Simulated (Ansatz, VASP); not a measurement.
# Au in VASP and in Ansatz

INCAR

```
  ALGO = Normal
  EDIFF = 1E-7
  ENCUT = 520
  GGA = PE
  ISIF = 2
  ISMEAR = 0
  IVDW = 12
  LASPH = True
  LCHARG = False
  LREAL = False
  LWAVE = False
  NBANDS = 12
  NELM = 80
  PREC = Accurate
  SIGMA = 0.1
```

File KPOINTS:

```
k-points
0
Gamma
  18 18 18
```

Contents of POSCAR:

```
Au
1.0
    0.0000000000      2.0308795513      2.0308795513
    2.0308795513      0.0000000000      2.0308795513
    2.0308795513      2.0308795513      0.0000000000
Au
1
Direct
    0.0000000000      0.0000000000      0.0000000000
```

Input for Ansatz:

```yaml
crystal:
  lattice:
    - [0.0, 2.0308795513, 2.0308795513]
    - [2.0308795513, 0.0, 2.0308795513]
    - [2.0308795513, 2.0308795513, 0.0]
  atoms:
    - { symbol: Au, position: [0.0, 0.0, 0.0] }
basis:
  ecutwfc: 420
kpoints:
  mp_grid: { grid: [18, 18, 18] }
hamiltonian:
  xc: pbe
  dispersion: d3bj
scf:
  occupations: { method: gaussian, width: 0.1 }
output:
  forces: true
  stress: true
  eigenvalues: true
```

Alike in both runs: task single point; functional PBE; dispersion D3(BJ); k mesh 18 × 18 × 18; occupations gaussian, width 0.1 eV; no spin polarisation.

|  | VASP | Ansatz |
| --- | --- | --- |
| version | VASP 6.6.1 | Ansatz 0.2.0 |
| potentials or method | VASP PAW PBE potentials, release 64 (Au), cutoff 520 eV | scalar-relativistic, plane waves, PAW |
| valence electrons in the cell | 11 | 19 |

Ansatz gave:

| Item | Value |
| --- | --- |
| gap on the k mesh at the Fermi level (eV) | none |
| pressure (GPa) | 5.4 |

Q: Which values does VASP return?

A: gap on the k mesh at the Fermi level (eV): none; pressure (GPa): 5.1.

A gap of «none» marks a metal or a gap that the smearing closes. VASP's potentials hold 11 valence electrons a cell and Ansatz's 19, so a difference there can come from the potentials and not from the codes.

Neither program's run includes spin-orbit coupling.
